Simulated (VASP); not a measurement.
**GaAs: electric field gradients with PBE**

GaAs:

```xyz
2
Lattice="0.0000 2.8751 2.8751 2.8751 0.0000 2.8751 2.8751 2.8751 0.0000" Properties=species:S:1:pos:R:3 pbc="T T T"
Ga    0.0000    0.0000    0.0000
As    4.3126    4.3126    4.3126
```

```yaml
Program: VASP 6.6.1
Task: electric field gradients
Functional: PBE
Potentials_or_basis: VASP PAW PBE potentials, release 64 (Ga_d, As)
Cutoff: 400 eV
k_mesh: 8 × 8 × 8
Occupations: fermi-dirac, width 0.02 eV
Spin: no spin polarisation
Dipole_correction: no
Further_INCAR_settings: ALGO = Normal; EDIFF = 1e-08; NBANDS = 16
```

```json
{
 "Pressure": "-0.2 GPa",
 "Band gap on the k mesh": "0.14 eV",
 "Largest electric field gradient by atom": "under 0.05 V/Å² on every atom"
}
```

Levels at points of the mesh, in eV from the valence-band top:
| k point | band 5 | band 6 | band 7 | band 8 | band 9 | band 10 | band 11 | band 12 | band 13 | band 14 |
| --- | --- | --- | --- | --- | --- | --- | --- | --- | --- | --- |
| (0.00, 0.00, 0.00) | -14.66 | -12.37 | 0.00 | 0.00 | 0.00 | 0.14 | 3.71 | 3.71 | 3.71 | 7.43 |
| (0.50, 0.00, 0.00) | -14.65 | -10.76 | -6.37 | -1.07 | -1.07 | 0.86 | 4.61 | 4.61 | 7.70 | 10.02 |
| (0.50, 0.50, 0.00) | -14.65 | -10.09 | -6.59 | -2.50 | -2.50 | 1.56 | 1.67 | 9.77 | 9.77 | 10.53 |

Wall time 20 s on 1 thread of Intel Xeon 8259CL (shared host), peak memory 0.13 GiB.

Caveat: semilocal functionals underestimate gaps, and a narrow one can read as zero.
